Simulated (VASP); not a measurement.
# HC9 in VASP: single point with PBE+D3(BJ)

Aim: the single point of HC9 with PBE+D3(BJ).

Everything below comes from runs of VASP 6.6.1. Logs are shortened: lines on timing, memory, paths and dates and some standing lists are left out, and cuts for length are marked.

### 1 The cell of the first run

The cell holds a slab with vacuum, 10 atoms: a = 2.466 Å, b = 2.465 Å, c = 30.299 Å, α = 90.00°, β = 90.00°, γ = 120.01°.

### 2 Single point, PBE+D3(BJ)

Input file INCAR:

```
SYSTEM = HC9
PREC     = Accurate       ! precision mode
ENCUT    = 520            ! plane-wave cutoff, eV
EDIFF    = 1E-6           ! SCF threshold, eV
ISMEAR   = 0              ! smearing method
SIGMA    = 0.1            ! smearing width, eV
LREAL    = .False.        ! projectors in reciprocal space
LASPH    = .True.         ! aspherical terms in the spheres
NELM     = 100            ! most SCF steps
ALGO     = Fast           ! electronic algorithm
ISIF     = 2              ! what is computed and relaxed
LWAVE    = .False.        ! write WAVECAR
LCHARG   = .False.        ! write CHGCAR
LDIPOL   = .True.       
IDIPOL   = 3            
DIPOL    = 0.5 0.5 0.507
GGA      = PE             ! functional
IVDW     = 12             ! dispersion correction
NBANDS   = 30             ! bands
```

Input file KPOINTS:

```
regular mesh
0
Gamma
  12 12 1
  0 0 0
```

Input file POSCAR:

```
HC9
1.0
    2.4655379958      0.0000000000      0.0000000000
   -1.2327689979      2.1341461202      0.0000000000
    0.0000000000      0.0000000000     30.2985170553
C H
9 1
Direct
    0.0833101794      0.1666203587      0.2805417831
    0.4166898207      0.8333796413      0.2805417831
    0.5833101794      0.1666203587      0.3927430896
    0.9166898206      0.8333796413      0.3927430896
   -0.0861440642     -0.1722881284      0.5042991791
    0.2472613814      0.4945227627      0.5042823675
    0.5798603768      0.1597207537      0.6163970461
    0.9133506226      0.8267012452      0.6163685342
    0.7158222069      0.4316444138      0.7214601103
    0.7151018156      0.4302036311      0.7585317974
```

Potentials or basis: VASP PAW PBE potentials, release 64 (C, H).

Launch:

```bash
cat potpaw_PBE.64/C/POTCAR potpaw_PBE.64/H/POTCAR > POTCAR
mpirun -np 1 vasp_std > vasp.out
```

OUTCAR:

```text
SYSTEM = HC9
   PREC = Accurate
   ENCUT = 520
   EDIFF = 1E-6
   ISMEAR = 0
   LREAL = .False.
   LASPH = .True.
   NELM = 100
   ISIF = 2
   GGA = PE
   IVDW = 12
 IVDW          = 12

 ion  position               nearest neighbor table
   1  0.083  0.167  0.281-   2 1.42   2 1.42   2 1.42
   2  0.417  0.833  0.281-   1 1.42   1 1.42   1 1.42
   3  0.583  0.167  0.393-   4 1.42   4 1.42   4 1.42
   4  0.917  0.833  0.393-   3 1.42   3 1.42   3 1.42
   5  0.914  0.828  0.504-   6 1.42   6 1.42   6 1.42
   6  0.247  0.495  0.504-   5 1.42   5 1.42   5 1.42
   7  0.580  0.160  0.616-   8 1.42   8 1.42   8 1.42
   8  0.913  0.827  0.616-   7 1.42   7 1.42   7 1.42
   9  0.716  0.432  0.721-  10 1.12
  10  0.715  0.430  0.759-   9 1.12

  Warning from LATTYP: Monoclinic adjustment (A1->A3, A2->A1, A3->A2)!
  LATTYP: Found a base centered orthorhombic cell.
 ALAT       =     2.4655379958
 B/A-ratio  =     1.7311808813
 C/A-ratio  =    12.2888055698

  Lattice vectors:

 A1 = (   1.2327689979,  -2.1341461202,   0.0000000000)
 A2 = (   1.2327689979,   2.1341461202,   0.0000000000)
 A3 = (   0.0000000000,   0.0000000000,  30.2985170553)

Analysis of symmetry for initial positions (statically):
=====================================================================
 Subroutine PRICEL returns:
 Original cell was already a primitive cell.

 Routine SETGRP: Setting up the symmetry group for a
 base centered orthorhombic supercell.

 Subroutine GETGRP returns: Found  2 space group operations
 (whereof  2 operations were pure point group operations)
 out of a pool of  8 trial point group operations.

The static configuration has the point symmetry C_1h.

Analysis of symmetry for dynamics (positions and initial velocities):
=====================================================================
 Subroutine PRICEL returns:
 Original cell was already a primitive cell.

 Routine SETGRP: Setting up the symmetry group for a
 base centered orthorhombic supercell.

 Subroutine GETGRP returns: Found  2 space group operations
 (whereof  2 operations were pure point group operations)
 out of a pool of  8 trial point group operations.

The dynamic configuration has the point symmetry C_1h.

 Subroutine INISYM returns: Found  2 space group operations
 (whereof  2 operations are pure point group operations),
 and found     1 'primitive' translations

----------------------------------------------------------------------------------------

                                     Primitive cell

  volume of cell :     159.4253

  direct lattice vectors                    reciprocal lattice vectors
     2.465537996  0.000000000  0.000000000     0.405590991  0.234285739  0.000000000
    -1.232768998  2.134146120  0.000000000     0.000000000  0.468571477  0.000000000
     0.000000000  0.000000000 30.298517055     0.000000000  0.000000000  0.033004916

  length of vectors
     2.465537996  2.464609313 30.298517055     0.468394982  0.468571477  0.033004916

  position of ions in fractional coordinates (direct lattice)
     0.083310179  0.166620359  0.280541783
     0.416689821  0.833379641  0.280541783
     0.583310179  0.166620359  0.392743090
     0.916689821  0.833379641  0.392743090
     0.913855936  0.827711872  0.504299179
     0.247261381  0.494522763  0.504282367
     0.579860377  0.159720754  0.616397046
     0.913350623  0.826701245  0.616368534
     0.715822207  0.431644414  0.721460110
     0.715101816  0.430203631  0.758531797

  ion indices of the primitive-cell ions
   primitive index   ion index
                 1           1
                 2           2
                 3           3
                 4           4
                 5           5
                 6           6
                 7           7
                 8           8
                 9           9
                10          10

----------------------------------------------------------------------------------------

 KPOINTS: regular mesh

Automatic generation of k-mesh.
 Grid dimensions read from file:
 generate k-points for:   12   12    1

 Generating k-lattice:

  Cartesian coordinates                     Fractional coordinates (reciprocal lattice)
     0.033799249  0.019523812  0.000000000     0.083333333  0.000000000  0.000000000
     0.000000000  0.039047623  0.000000000     0.000000000  0.083333333  0.000000000
     0.000000000  0.000000000  0.033004916     0.000000000  0.000000000  1.000000000

  Length of vectors
     0.039032915  0.039047623  0.033004916

  Shift w.r.t. Gamma in fractional coordinates (k-lattice)
     0.000000000  0.000000000  0.000000000

 Subroutine IBZKPT returns following result:
 ===========================================

 Found     43 irreducible k-points:

 Following reciprocal coordinates:
            Coordinates               Weight
  0.000000  0.000000  0.000000      1.000000
  0.083333  0.000000  0.000000      4.000000
  0.166667  0.000000  0.000000      4.000000
  0.250000  0.000000  0.000000      4.000000
  0.333333  0.000000  0.000000      4.000000
  0.416667  0.000000  0.000000      4.000000
[... 16 lines left out ...]
  0.333333  0.166667  0.000000      4.000000
  0.416667  0.166667  0.000000      4.000000
 [... further k-points ...]
   k-points           NKPTS =     43   k-points in BZ     NKDIM =     43   number of bands    NBANDS=     30
   number of dos      NEDOS =    301   number of ions     NIONS =     10
   total plane-waves  NPLWV =  77760
   dimension x,y,z NGX =    18 NGY =   18 NGZ =  240
   dimension x,y,z NGXF=    36 NGYF=   36 NGZF=  480
   ions per type =               9   1
   NGX,Y,Z   is equivalent  to a cutoff of  12.14, 12.14, 13.17 a.u.
   NGXF,Y,Z  is equivalent  to a cutoff of  24.27, 24.28, 26.34 a.u.
 SYSTEM =  HC9
   PREC   = accura    normal or accurate (medium, high low for compatibility)
   ISTART =      0    job   : 0-new  1-cont  2-samecut
   ICHARG =      2    charge: 1-file 2-atom 10-const
   ISPIN  =      1    spin polarized calculation?
   LNONCOLLINEAR =      F non collinear calculations
   LSORBIT =      F    spin-orbit coupling
   LASPH  =      T    aspherical Exc in radial PAW
   ENCUT  =  520.0 eV  38.22 Ry    6.18 a.u.   4.58  4.58 56.34*2*pi/ulx,y,z
   NELM   =    100;   NELMIN=  2; NELMDL= -5     # of ELM steps
   EDIFF  = 0.1E-05   stopping-criterion for ELM
   LREAL  =      F    real-space projection
   EDIFFG = 0.1E-04   stopping-criterion for IOM
   NSW    =      0    number of steps for IOM
   IBRION =     -1    ionic relax: 0-MD 1-quasi-New 2-CG
   NFREE  =      0    steps in history (QN), initial steepest desc. (CG)
   ISIF   =      2    stress and relaxation
   ISYM   =      2    0-nonsym 1-usesym 2-fastsym
   POTIM  = 0.5000    time-step for ionic-motion
   TEBEG  =    0.0;   TEEND  =   0.0 temperature during run
   PSTRESS=    0.0 pullay stress
   NELECT =      37.0000    total number of electrons
   NUPDOWN=      -1.0000    fix difference up-down
   EMIN   =  10.00;   EMAX   =-10.00  energy-range for DOS
   EFERMI =   0.00;   METHOD = LEGACY
   ISMEAR =     0;   SIGMA  =   0.10  broadening in eV -4-tet -1-fermi 0-gaus
   EFERMI_NEDOS =   21; number of points for ismear=-14 and -15
   IALGO  =     68    algorithm
   IMIX   =      4    mixing-type and parameters
     AMIX     =   0.40;   BMIX     =  1.00
     AMIX_MAG =   1.60;   BMIX_MAG =  1.00
  volume/ion in A,a.u.               =      15.94       107.59
  Fermi-wavevector in a.u.,A,eV,Ry     =   1.006058  1.901174 13.771172  1.012153
  Thomas-Fermi vector in A             =   2.138776
   LORBIT       =      0    0 simple, 1 ext, 2 COOP (PROOUT), +10 PAW based schemes
   GGA     = PE    functional components
   LHFCALC =     F    Hartree Fock is set to
   AEXX    =    0.0000 exact exchange contribution
   IVDW    =    12    specifies the selected vdW correction
   LEPSILON=     F    determine dielectric tensor
   LRPA    =     F    only Hartree local field effects (RPA)
 non-spin polarized calculation
 RMM-DIIS sequential band-by-band and
 Gauss-broadening in eV      SIGMA  =   0.10
  energy-cutoff  :      520.00
  volume of cell :      159.43
 maximum number of plane-waves:      4350
   NGX =  9   NGY =  9   NGZ =113

 dipolmoment           0.000000      0.000000      0.584081 electrons x Angstroem

 number of electron      36.9999992 magnetization

 dipolmoment           0.000000      0.000000     -0.004747 electrons x Angstroem

 Free energy of the ion-electron system (eV)
  ---------------------------------------------------
  ext. energy  EPLUGINS =         0.00000000
  ---------------------------------------------------
  free energy    TOTEN  =       -81.97047347 eV

  energy without entropy =      -81.96475994  energy(sigma->0) =      -81.96761670

 E-fermi :   0.0822     XC(G=0):  -5.9369

 val. band max:        0.0614278586   @ k =   0.3333   0.0000   0.0000
 cond. band min:       0.1048220326   @ k =   0.3333   0.3333   0.0000
 fundamental gap:      0.0433941740
 Fermi energy:         0.0821699225

 k-point     1 :       0.0000    0.0000    0.0000
  band No.  band energies     occupation
      1     -19.4782      2.00000
      2     -19.3622      2.00000
      3     -19.2393      2.00000
      4     -18.4750      2.00000
      5     -12.9347      2.00000
      6      -8.1103      2.00000
[... 22 lines left out ...]
     29       9.2368      0.00000
     30       9.2806      0.00000

 k-point     2 :       0.0833    0.0000    0.0000
  band No.  band energies     occupation
      1     -19.3132      2.00000
      2     -19.1981      2.00000
      3     -19.0759      2.00000
      4     -18.3111      2.00000
      5     -12.7694      2.00000
      6      -7.9105      2.00000
[... 718 lines left out ...]
 k-point    24 :       0.4167    0.1667    0.0000
  band No.  band energies     occupation
      1     -13.7544      2.00000
      2     -13.7134      2.00000
      3     -13.6090      2.00000
      4     -12.8231      2.00000
      5     -12.7324      2.00000
      6     -12.6849      2.00000
[... 22 lines left out ...]
     29      10.2557      0.00000
     30      10.9960      0.00000

 [... further k-points ...]

------------------------ aborting loop because EDIFF is reached ----------------------------------------

 vacuum level on the upper side and lower side of the slab       (xc-potential included)        -0.217         0.032

 Edisp (eV)   -1.32769

 E8    (eV) :    -0.3798

  FORCE on cell =-STRESS in cart. coord.  units (eV):
  Direction    XX          YY          ZZ          XY          YZ          ZX
  --------------------------------------------------------------------------------------
  -------------------------------------------------------------------------------------
  Total      -2.68094    -2.42317    -0.08936     0.00000     0.00116     0.00000
  in kB     -26.94265   -24.35211    -0.89807     0.00000     0.01168     0.00000
  external pressure =      -17.40 kB  Pullay stress =        0.00 kB

 VOLUME and BASIS-vectors are now :
 -----------------------------------------------------------------------------
  energy-cutoff  :      520.00
  volume of cell :      159.43
      direct lattice vectors                 reciprocal lattice vectors
     2.465537996  0.000000000  0.000000000     0.405590991  0.234285739  0.000000000
    -1.232768998  2.134146120  0.000000000     0.000000000  0.468571477  0.000000000
     0.000000000  0.000000000 30.298517055     0.000000000  0.000000000  0.033004916

 POSITION                                       TOTAL-FORCE (eV/Angst)
 -----------------------------------------------------------------------------------
      0.00000      0.35559      8.50000         0.000000     -0.006010     -0.001142
      0.00000      1.77855      8.50000        -0.000000      0.008628      0.003033
      1.23277      0.35559     11.89953         0.000000      0.004951     -0.013025
      1.23277      1.77855     11.89953         0.000000     -0.005779      0.016391
      1.23277      1.76646     15.27952         0.000000      0.005637     -0.005835
      0.00000      1.05538     15.27901        -0.000000     -0.007884      0.006216
      1.23277      0.34087     18.67592         0.000000      0.005543     -0.006631
      1.23277      1.76430     18.67505         0.000000     -0.007041      0.001291
      1.23277      0.92119     21.85917         0.000000     -0.004387     -0.016443
      1.23277      0.91812     22.98239         0.000000      0.006341      0.016146
 -----------------------------------------------------------------------------------
    total drift:                                0.000008     -0.000523     -0.000316

  FREE ENERGIE OF THE ION-ELECTRON SYSTEM (eV)
  ---------------------------------------------------
  free  energy   TOTEN  =       -83.2981602567 eV

  energy  without entropy=      -83.2924467224  energy(sigma->0) =      -83.29530349

 vacuum level on the upper side and lower side of the slab         4.114         4.363
```

Run time: 9.7 min. Hardware: 1 thread of Oxide Virtual Turin-like, shared host; peak memory 0.32 GiB.

Results:

```
Free energy                : -83.2982 eV
Largest force              : 0.017 eV/Å
Band gap on the k mesh     : zero (an odd number of electrons rules out a gap without spin polarisation)
Dispersion energy per atom : -0.133 eV
```

Forces on the atoms (eV/Å):
```
C    0.000 -0.006 -0.001
C    0.000  0.009  0.003
C    0.000  0.005 -0.013
C    0.000 -0.006  0.016
C    0.000  0.006 -0.006
C    0.000 -0.008  0.006
C    0.000  0.006 -0.007
C    0.000 -0.007  0.001
C    0.000 -0.004 -0.016
H    0.000  0.006  0.016
```

Caveat: an odd number of electrons without spin polarisation forces a metal; a magnetic or distorted state may lie lower.

The gap in the log of VASP goes by the Fermi energy; the results here count the filled bands.